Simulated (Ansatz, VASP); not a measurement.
Mo in VASP and in Ansatz

Contents of INCAR:

```
PREC = Accurate
ENCUT = 520
EDIFF = 1E-7
ISMEAR = -1
SIGMA = 0.1
LREAL = F
LASPH = T
NELM = 100
ALGO = Normal
ISIF = 2
LWAVE = F
LCHARG = T
GGA = RE
LELF = T
LVHAR = T
NBANDS = 21
```

Contents of KPOINTS:

```
Automatic mesh
0
Gamma
  11 11 11
```

POSCAR

```
Mo
1.0
    0.0000000000      2.9689116243      2.9689116243
    2.9689116243      0.0000000000      2.9689116243
    2.9689116243      2.9689116243      0.0000000000
Mo
2
Direct
    0.1250000000      0.1250000000      0.1250000000
    0.8750000000      0.8750000000      0.8750000000
```

Input for Ansatz:

```yaml
crystal:
  lattice:
    - [0.0, 2.9689116243, 2.9689116243]
    - [2.9689116243, 0.0, 2.9689116243]
    - [2.9689116243, 2.9689116243, 0.0]
  atoms:
    - { symbol: Mo, position: [0.125, 0.125, 0.125] }
    - { symbol: Mo, position: [0.875, 0.875, 0.875] }
hamiltonian:
  xc: revpbe
  pseudopotentials:
    kind: paw
    azcp:
      Mo: "pseudopotentials/Mo.paw.azcp"
basis:
  ecutwfc: 420
  fft_grid_basis: typed
kpoints:
  mp_grid: { grid: [11, 11, 11], shift: [0, 0, 0] }
magnetization:
  spin_polarized: false
scf:
  occupations: { method: fermi_dirac, width: 0.1 }
  lower_state_search: "off"
output:
  stress: true
```

Alike in both runs: task single point; functional revPBE; k mesh 11 × 11 × 11; occupations fermi-dirac, width 0.1 eV; no spin polarisation.

|  | VASP | Ansatz |
| --- | --- | --- |
| version | VASP 6.6.1 | Ansatz 0.2.0 |
| potentials or method | VASP PAW PBE potentials, release 64 (Mo_sv), cutoff 520 eV | plane waves (420 eV) with PAW, scalar-relativistic |
| valence electrons in the cell | 28 | 28 |

Ansatz gave:

| Item | Value |
| --- | --- |
| pressure (GPa) | -9.1 |

**Question.** Estimate VASP's values.

**Answer.** Pressure (GPa): -9.0.

VASP's potentials were made for PBE, not for revPBE.
